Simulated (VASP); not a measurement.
# GaSi16 (a cell with a defect) in VASP: further runs

GaSi16 (a cell with a defect) is run at these levels: PBEsol; tasks: single point.

All numbers are computed with VASP 6.6.1; they aren't measurements. Logs are shortened: lines on timing, memory, paths and dates and some standing lists are left out, and cuts for length are marked.

### 1 The cell of the first run

The cell holds a defect, 17 atoms: a = 7.679 Å, b = 7.679 Å, c = 7.679 Å, α = 60.00°, β = 60.00°, γ = 60.00°.

### 2 Single point, PBEsol, collinear spin, zero start

INCAR

```
SYSTEM = GaSi16
PREC = Accurate
ENCUT = 520
EDIFF = 1E-7
ISMEAR = 0
SIGMA = 0.05
LREAL = Auto
LASPH = .True.
NELM = 150
ALGO = Normal
ISIF = 2
LWAVE = .False.
LCHARG = .False.
ISPIN = 2
MAGMOM = 0 0 0 0 0 0 0 0 0 0 0 0 0 0 0 0 0
LORBIT = 11
GGA = PS
NBANDS = 56
```

KPOINTS

```
regular mesh
0
Gamma
  2 2 2
  0 0 0
```

POSCAR

```
GaSi16
1.0
    0.0000000000      5.4300000000      5.4300000000
    5.4300000000      0.0000000000      5.4300000000
    5.4300000000      5.4300000000      0.0000000000
Si Ga
16 1
Direct
   -0.0104683241     -0.0100677716     -0.0101058932
    0.1114163904      0.1118801105      0.1118388582
    0.0092225599      0.0095468692      0.4726569982
    0.1270848066      0.1274651013      0.6156144567
    0.0092197974      0.4726973297      0.0095120626
    0.1270849908      0.6156529466      0.1274291897
    0.0047833333      0.5009479742      0.5009127993
    0.1385576427      0.6205712707      0.6205357274
    0.4722368324      0.0095972376      0.0095651934
    0.6152474217      0.1274654696      0.1274293738
    0.5005673112      0.0051488950      0.5009045120
    0.6201814917      0.1389483425      0.6205144567
    0.5005680479      0.5009404236      0.0051146409
    0.6201825967      0.6205512891      0.1389124309
    0.5101105893      0.5105024862      0.5104665746
    0.6337897790      0.6341617864      0.6341269797
    0.8556994475      0.8561869245      0.8561449355
```

Potentials or basis: VASP PAW PBE potentials, release 64 (Si, Ga_d).

Launch:

```
$ cat potpaw_PBE.64/Si/POTCAR potpaw_PBE.64/Ga_d/POTCAR > POTCAR
$ mpirun -np 1 vasp_std > vasp.out
```

OUTCAR:

```text
SYSTEM = GaSi16
   PREC = Accurate
   ENCUT = 520
   EDIFF = 1E-7
   ISMEAR = 0
   LREAL = Auto
   LASPH = .True.
   NELM = 150
   ISIF = 2
   ISPIN = 2
   LORBIT = 11
   GGA = PS

 ion  position               nearest neighbor table
   1  0.990  0.990  0.990-   2 2.29   6 2.35   4 2.35  10 2.35  17 2.52
   2  0.111  0.112  0.112-   9 2.27   5 2.27   3 2.27   1 2.29
   3  0.009  0.010  0.473-   2 2.27   4 2.38  17 2.43   8 2.44  12 2.44
   4  0.127  0.127  0.616-  11 2.34   7 2.34   1 2.35   3 2.38  17 2.96
   5  0.009  0.473  0.010-   2 2.27   6 2.38  17 2.43   8 2.44  14 2.44
   6  0.127  0.616  0.127-  13 2.34   7 2.34   1 2.35   5 2.38  17 2.96
   7  0.005  0.501  0.501-  16 2.33   8 2.34   4 2.34   6 2.34
   8  0.139  0.621  0.621-  15 2.34   7 2.34   3 2.44   5 2.44  17 2.58
   9  0.472  0.010  0.010-   2 2.27  10 2.38  17 2.43  14 2.44  12 2.44
  10  0.615  0.127  0.127-  13 2.34  11 2.34   1 2.35   9 2.38  17 2.96
  11  0.501  0.005  0.501-  16 2.33  12 2.34  10 2.34   4 2.34
  12  0.620  0.139  0.621-  15 2.34  11 2.34   3 2.44   9 2.44  17 2.58
  13  0.501  0.501  0.005-  16 2.33  14 2.34  10 2.34   6 2.34
  14  0.620  0.621  0.139-  15 2.34  13 2.34   5 2.44   9 2.44  17 2.58
  15  0.510  0.511  0.510-  16 2.33   8 2.34  14 2.34  12 2.34
  16  0.634  0.634  0.634-  15 2.33  11 2.33  13 2.33   7 2.33
  17  0.856  0.856  0.856-   9 2.43   3 2.43   5 2.43   1 2.52  12 2.58  14 2.58   8 2.58  10 2.96
                             4 2.96   6 2.96

  LATTYP: Found a face centered cubic cell.
 ALAT       =    10.8600000000

  Lattice vectors:

 A1 = (   0.0000000000,   5.4300000000,   5.4300000000)
 A2 = (   5.4300000000,   0.0000000000,   5.4300000000)
 A3 = (   5.4300000000,   5.4300000000,   0.0000000000)

Analysis of symmetry for initial positions (statically):
=====================================================================
 Subroutine PRICEL returns:
 Original cell was already a primitive cell.

 Routine SETGRP: Setting up the symmetry group for a
 face centered cubic supercell.

 Subroutine GETGRP returns: Found  2 space group operations
 (whereof  1 operations were pure point group operations)
 out of a pool of 48 trial point group operations.

The static configuration has the point symmetry C_1 .
 The point group associated with its full space group is C_1h.

Analysis of symmetry for dynamics (positions and initial velocities):
=====================================================================
 Subroutine PRICEL returns:
 Original cell was already a primitive cell.

 Routine SETGRP: Setting up the symmetry group for a
 face centered cubic supercell.

 Subroutine GETGRP returns: Found  2 space group operations
 (whereof  1 operations were pure point group operations)
 out of a pool of 48 trial point group operations.

The dynamic configuration has the point symmetry C_1 .
 The point group associated with its full space group is C_1h.

Analysis of structural, dynamic, and magnetic symmetry:
=====================================================================
 Subroutine PRICEL returns:
 Original cell was already a primitive cell.

 Routine SETGRP: Setting up the symmetry group for a
 face centered cubic supercell.

 Subroutine GETGRP returns: Found  2 space group operations
 (whereof  1 operations were pure point group operations)
 out of a pool of 48 trial point group operations.

The overall configuration has the point symmetry C_1 .
 The point group associated with its full space group is C_1h.

 Subroutine INISYM returns: Found  2 space group operations
 (whereof  1 operations are pure point group operations),
 and found     1 'primitive' translations

----------------------------------------------------------------------------------------

                                     Primitive cell

  volume of cell :     320.2060

  direct lattice vectors                    reciprocal lattice vectors
     0.000000000  5.430000000  5.430000000    -0.092081031  0.092081031  0.092081031
     5.430000000  0.000000000  5.430000000     0.092081031 -0.092081031  0.092081031
     5.430000000  5.430000000  0.000000000     0.092081031  0.092081031 -0.092081031

  length of vectors
     7.679179644  7.679179644  7.679179644     0.159489025  0.159489025  0.159489025

  position of ions in fractional coordinates (direct lattice)
     0.989531676  0.989932228  0.989894107
     0.111416390  0.111880111  0.111838858
     0.009222560  0.009546869  0.472656998
     0.127084807  0.127465101  0.615614457
[... 78 lines left out ...]
   ISTART =      0    job   : 0-new  1-cont  2-samecut
   ICHARG =      2    charge: 1-file 2-atom 10-const
   ISPIN  =      2    spin polarized calculation?
   LNONCOLLINEAR =      F non collinear calculations
   LSORBIT =      F    spin-orbit coupling
   LASPH  =      T    aspherical Exc in radial PAW
   ENCUT  =  520.0 eV  38.22 Ry    6.18 a.u.  14.28 14.28 14.28*2*pi/ulx,y,z
   NELM   =    150;   NELMIN=  2; NELMDL= -5     # of ELM steps
   EDIFF  = 0.1E-06   stopping-criterion for ELM
   LREAL  =      T    real-space projection
   EDIFFG = 0.1E-05   stopping-criterion for IOM
   NSW    =      0    number of steps for IOM
   IBRION =     -1    ionic relax: 0-MD 1-quasi-New 2-CG
   NFREE  =      0    steps in history (QN), initial steepest desc. (CG)
   ISIF   =      2    stress and relaxation
   ISYM   =      2    0-nonsym 1-usesym 2-fastsym
   POTIM  = 0.5000    time-step for ionic-motion
   TEBEG  =    0.0;   TEEND  =   0.0 temperature during run
   PSTRESS=    0.0 pullay stress
   NELECT =      77.0000    total number of electrons
   NUPDOWN=      -1.0000    fix difference up-down
   EMIN   =  10.00;   EMAX   =-10.00  energy-range for DOS
   EFERMI =   0.00;   METHOD = LEGACY
   ISMEAR =     0;   SIGMA  =   0.05  broadening in eV -4-tet -1-fermi 0-gaus
   EFERMI_NEDOS =   21; number of points for ismear=-14 and -15
   IALGO  =     38    algorithm
   IMIX   =      4    mixing-type and parameters
     AMIX     =   0.40;   BMIX     =  1.00
     AMIX_MAG =   1.60;   BMIX_MAG =  1.00
  volume/ion in A,a.u.               =      18.84       127.11
  Fermi-wavevector in a.u.,A,eV,Ry     =   1.018033  1.923804 14.100962  1.036391
  Thomas-Fermi vector in A             =   2.151468
   LORBIT       =     11    0 simple, 1 ext, 2 COOP (PROOUT), +10 PAW based schemes
   GGA     = PS    functional components
   LHFCALC =     F    Hartree Fock is set to
   AEXX    =    0.0000 exact exchange contribution
   IVDW    =     0    specifies the selected vdW correction
   LEPSILON=     F    determine dielectric tensor
   LRPA    =     F    only Hartree local field effects (RPA)
 spin polarized calculation
 Gauss-broadening in eV      SIGMA  =   0.05
  energy-cutoff  :      520.00
  volume of cell :      320.21
 maximum number of plane-waves:      8646
 NGX is ok and might be reduce to    60
   NGX = 29   NGY = 29   NGZ = 29

 number of electron      77.0000004 magnetization       0.0000058

 number of electron      77.0000004 magnetization      -0.0000073

 Free energy of the ion-electron system (eV)
  ---------------------------------------------------
  ext. energy  EPLUGINS =         0.00000000
  ---------------------------------------------------
  free energy    TOTEN  =       -91.59934421 eV

  energy without entropy =      -91.59211412  energy(sigma->0) =      -91.59572916

 E-fermi :   6.7535     XC(G=0):  -9.8719

 val. band max:        6.6111075031   @ k =   0.0000   0.0000   0.0000
 cond. band min:       6.7535958915   @ k =   0.0000   0.0000   0.0000
 fundamental gap:      0.1424883885
 Fermi energy:         6.7535069591

 spin component 1

 k-point     1 :       0.0000    0.0000    0.0000
  band No.  band energies     occupation
      1      -8.7414      1.00000
      2      -8.7414      1.00000
      3      -8.7189      1.00000
      4      -8.6870      1.00000
      5      -8.6869      1.00000
      6      -6.2124      1.00000
[... 307 lines left out ...]
     49      10.2474      0.00000
     50      10.2587      0.00000
 Fermi energy:         6.7535069591

 spin component 2

 k-point     1 :       0.0000    0.0000    0.0000
  band No.  band energies     occupation
      1      -8.7414      1.00000
      2      -8.7414      1.00000
      3      -8.7190      1.00000
      4      -8.6870      1.00000
      5      -8.6869      1.00000
      6      -6.2124      1.00000
[... 307 lines left out ...]
     49      10.2474      0.00000
     50      10.2587      0.00000
 [bands above 50 left out]

------------------------ aborting loop because EDIFF is reached ----------------------------------------

  FORCE on cell =-STRESS in cart. coord.  units (eV):
  Direction    XX          YY          ZZ          XY          YZ          ZX
  --------------------------------------------------------------------------------------
  -------------------------------------------------------------------------------------
  Total        8.0588107      8.0549586      8.0549586     -0.4366499     -0.4404694     -0.4366500
  in kB       40.3229274     40.3036531     40.3036531     -2.1848139     -2.2039249     -2.1848143
  external PRESSURE =      40.3100779 kB  Pullay stress =       0.0000000 kB

 VOLUME and BASIS-vectors are now :
 -----------------------------------------------------------------------------
  energy-cutoff  :      520.00
  volume of cell :      320.21
      direct lattice vectors                 reciprocal lattice vectors
     0.000000000  5.430000000  5.430000000    -0.092081031  0.092081031  0.092081031
     5.430000000  0.000000000  5.430000000     0.092081031 -0.092081031  0.092081031
     5.430000000  5.430000000  0.000000000     0.092081031  0.092081031 -0.092081031

 POSITION                                       TOTAL-FORCE (eV/Angst)
 -----------------------------------------------------------------------------------
     10.75046     10.74828     10.74849         0.054493      0.054814      0.054814
      1.21479      1.21228      1.21250         0.013454      0.013394      0.013394
      2.61837      2.61661      0.10192        -0.002376     -0.003896     -0.036215
      4.03492      4.03286      1.38221         0.003900      0.003989      0.014746
      2.61840      0.10171      2.61681        -0.002376     -0.036215     -0.003896
      4.03494      1.38201      4.03307         0.003900      0.014746      0.003989
[... 9 lines left out ...]
      6.88681      6.88479      6.88498        -0.052096     -0.051721     -0.051721
      9.29796      9.29531      9.29554         0.179766      0.179649      0.179649
 -----------------------------------------------------------------------------------
    total drift:                                0.003382     -0.007481      0.017543

  FREE ENERGIE OF THE ION-ELECTRON SYSTEM (eV)
  ---------------------------------------------------
  free  energy   TOTEN  =       -91.5993442106 eV

  energy  without entropy=      -91.5921141182  energy(sigma->0) =      -91.59572916

 total charge

# of ion       s       p       d       tot
------------------------------------------
    1        0.746   0.955   0.000   1.701
    2        0.760   0.985   0.000   1.746
    3        0.762   0.924   0.000   1.686
    4        0.747   0.934   0.000   1.681
    5        0.762   0.924   0.000   1.686
    6        0.747   0.934   0.000   1.681
[... 9 lines left out ...]
   16        0.739   0.964   0.000   1.703
   17        1.072   0.754  10.054  11.881
--------------------------------------------------
tot         13.077  15.793  10.054  38.925

 magnetization (x)

# of ion       s       p       d       tot
------------------------------------------
    1       -0.000  -0.000   0.000  -0.000
    2       -0.000  -0.000   0.000  -0.000
    3        0.000  -0.000   0.000  -0.000
    4       -0.000  -0.000   0.000  -0.000
    5        0.000  -0.000   0.000  -0.000
    6       -0.000  -0.000   0.000  -0.000
[... 9 lines left out ...]
   16       -0.000  -0.000   0.000  -0.000
   17       -0.000   0.000  -0.000   0.000
--------------------------------------------------
tot         -0.000  -0.000  -0.000  -0.000
```

It took 3.8 min on 1 thread of Intel Xeon 6975P-C (Granite Rapids), shared host; peak memory 0.69 GiB.

Results:

```yaml
Free_energy: -91.5993 eV
Pressure: 4.0 GPa
Largest_force: 0.311 eV/Å
Net_moment: 0.00 μB per cell
Valence_electrons_inside_the_program's_atomic_spheres: Si 1.70, 1.75, 1.69, 1.68, 1.67 (each value once); Ga 11.88
```

Forces on the atoms (eV/Å):
```
Si   0.054  0.055  0.055
Si   0.013  0.013  0.013
Si  -0.002 -0.004 -0.036
Si   0.004  0.004  0.015
Si  -0.002 -0.036 -0.004
Si   0.004  0.015  0.004
Si  -0.020 -0.025 -0.025
Si   0.025 -0.040 -0.040
Si  -0.037 -0.003 -0.003
Si   0.014  0.004  0.004
Si  -0.025 -0.020 -0.025
Si  -0.040  0.027 -0.041
Si  -0.025 -0.025 -0.020
Si  -0.040 -0.041  0.027
Si  -0.052 -0.052 -0.052
Si  -0.052 -0.052 -0.052
Ga   0.180  0.180  0.180
```

Stress tensor (GPa, compression positive):
```
 4.03 -0.22 -0.22
-0.22  4.03 -0.22
-0.22 -0.22  4.03
```

Caveat: the k points lie up to 0.50 Å⁻¹ apart; no moment was typed at the start, so none could form; the PAW data sets were made with another functional, which shifts forces and pressure a little.

### 3 Single point, PBEsol, collinear spin, zero start

INCAR

```
SYSTEM = GaSi16
PREC = Accurate
ENCUT = 520
EDIFF = 1E-6
ISMEAR = 0
SIGMA = 0.05
LREAL = Auto
LASPH = .TRUE.
NELM = 150
ALGO = Normal
ISIF = 2
LWAVE = .FALSE.
LCHARG = .FALSE.
ISPIN = 2
MAGMOM = 0 0 0 0 0 0 0 0 0 0 0 0 0 0 0 0 0
LORBIT = 11
GGA = PS
NBANDS = 56
```

KPOINTS

```
regular mesh
0
G
  2 2 2
  0 0 0
```

POSCAR

```
GaSi16
1.0
    0.0000000000      5.4300000000      5.4300000000
    5.4300000000      0.0000000000      5.4300000000
    5.4300000000      5.4300000000      0.0000000000
Si Ga
16 1
Direct
   -0.0192765193     -0.0189597606     -0.0189860958
    0.1054889503      0.1058224678      0.1057957643
    0.0111704420      0.0113940147      0.4669824125
    0.1258959484      0.1261860037      0.6126136280
    0.0111691529      0.4670087477      0.0113700737
    0.1258953959      0.6126401473      0.1261609576
    0.0124817680      0.4994044199      0.4993788214
    0.1512793738      0.6161629834      0.6161362799
    0.4666663904      0.0114529466      0.0114301105
    0.6123276243      0.1261959484      0.1261714549
    0.4991002762      0.0127778085      0.4993752302
    0.6158719153      0.1515860958      0.6161010129
    0.4990998158      0.4994005525      0.0127541436
    0.6158709945      0.6161269797      0.1515625230
    0.5177677716      0.5180871087      0.5180633517
    0.6422966851      0.6425998158      0.6425758748
    0.8284461326      0.8288159300      0.8287906998
```

Potentials or basis: VASP PAW PBE potentials, release 64 (Si, Ga_d).

Launch:

```
$ cat potpaw_PBE.64/Si/POTCAR potpaw_PBE.64/Ga_d/POTCAR > POTCAR
$ mpirun -np 1 vasp_std > vasp.out
```

OUTCAR:

```text
SYSTEM = GaSi16
   PREC = Accurate
   ENCUT = 520
   EDIFF = 1E-6
   ISMEAR = 0
   LREAL = Auto
   LASPH = .TRUE.
   NELM = 150
   ISIF = 2
   ISPIN = 2
   LORBIT = 11
   GGA = PS

 ion  position               nearest neighbor table
   1  0.981  0.981  0.981-  10 2.33   6 2.33   4 2.33   2 2.35  17 2.86
   2  0.105  0.106  0.106-   9 2.29   5 2.29   3 2.29   1 2.35
   3  0.011  0.011  0.467-   2 2.29   4 2.36  17 2.41   8 2.48  12 2.48
   4  0.126  0.126  0.613-   1 2.33  11 2.34   7 2.34   3 2.36
   5  0.011  0.467  0.011-   2 2.29   6 2.36  17 2.41   8 2.48  14 2.48
   6  0.126  0.613  0.126-   1 2.33  13 2.34   7 2.34   5 2.36
   7  0.012  0.499  0.499-  16 2.34   8 2.34   6 2.34   4 2.34
   8  0.151  0.616  0.616-  15 2.32   7 2.34  17 2.46   3 2.48   5 2.48
   9  0.467  0.011  0.011-   2 2.29  10 2.36  17 2.41  14 2.48  12 2.48
  10  0.612  0.126  0.126-   1 2.33  11 2.34  13 2.34   9 2.36
  11  0.499  0.013  0.499-  16 2.34  12 2.34  10 2.34   4 2.34
[... 906 lines left out ...]
      6.97850      6.97686      6.97699        -0.043208     -0.043348     -0.043348
      9.00080      8.99880      8.99893         0.493643      0.494186      0.494186
 -----------------------------------------------------------------------------------
    total drift:                               -0.012621     -0.012564     -0.011149

  FREE ENERGIE OF THE ION-ELECTRON SYSTEM (eV)
  ---------------------------------------------------
  free  energy   TOTEN  =       -91.1726268169 eV

  energy  without entropy=      -91.1607999337  energy(sigma->0) =      -91.16671338

 total charge

# of ion       s       p       d       tot
------------------------------------------
    1        0.745   0.947   0.000   1.692
    2        0.761   0.963   0.000   1.723
    3        0.763   0.910   0.000   1.674
    4        0.747   0.940   0.000   1.687
    5        0.763   0.910   0.000   1.674
    6        0.747   0.940   0.000   1.687
[... 9 lines left out ...]
   16        0.744   0.953   0.000   1.696
   17        1.031   0.837  10.045  11.912
--------------------------------------------------
tot         13.067  15.780  10.045  38.892

 magnetization (x)

# of ion       s       p       d       tot
------------------------------------------
    1       -0.000  -0.000   0.000  -0.000
    2       -0.000   0.000   0.000   0.000
    3       -0.000  -0.000   0.000  -0.000
    4       -0.000  -0.000   0.000  -0.000
    5       -0.000  -0.000   0.000  -0.000
    6       -0.000  -0.000   0.000  -0.000
[... 9 lines left out ...]
   16       -0.000  -0.000   0.000  -0.000
   17       -0.000  -0.000  -0.000  -0.000
--------------------------------------------------
tot         -0.000  -0.000  -0.000  -0.000
```

stdout:

```text
POSCAR found type information on POSCAR SiGa
 POSCAR found :  2 types and      17 ions
 scaLAPACK will be used
 -----------------------------------------------------------------------------
|                                                                             |
|                                                                             |
|     You enforced a specific xc type in the INCAR file but a different       |
|     I HOPE YOU KNOW WHAT YOU ARE DOING!                                     |
|                                                                             |
 -----------------------------------------------------------------------------

 LDA part: xc-table for (Slater+PW92), standard interpolation
 POSCAR, INCAR and KPOINTS ok, starting setup
 FFT: planning ... GRIDC
 FFT: planning ... GRID_SOFT
 FFT: planning ... GRID
 WAVECAR not read
 entering main loop
```

Run time: 4.2 min. Hardware: 1 thread of Intel Xeon 6975P-C (Granite Rapids), shared host; peak memory 0.69 GiB.

What came out:

```yaml
Free_energy: -91.1726 eV
Pressure: 3.7 GPa
Largest_force: 0.856 eV/Å
Net_moment: 0.00 μB per cell
Valence_electrons_inside_the_program's_atomic_spheres: Si 1.69, 1.72, 1.67, 1.70 (each value once); Ga 11.91
```

Forces on the atoms (eV/Å):
```
Si  -0.064 -0.064 -0.064
Si  -0.049 -0.048 -0.048
Si  -0.073 -0.073 -0.005
Si  -0.010 -0.010  0.022
Si  -0.073 -0.005 -0.073
Si  -0.010  0.022 -0.010
Si  -0.042 -0.031 -0.031
Si   0.062 -0.061 -0.061
Si  -0.005 -0.073 -0.073
Si   0.022 -0.010 -0.010
Si  -0.030 -0.042 -0.030
Si  -0.060  0.062 -0.060
Si  -0.030 -0.030 -0.042
Si  -0.060 -0.060  0.062
Si  -0.029 -0.028 -0.028
Si  -0.043 -0.043 -0.043
Ga   0.494  0.494  0.494
```

Caveat: the k points lie up to 0.50 Å⁻¹ apart; no moment was typed at the start, so none could form; the PAW data sets were made with another functional, which shifts forces and pressure a little.

(Part 1 of 3 ends here.)
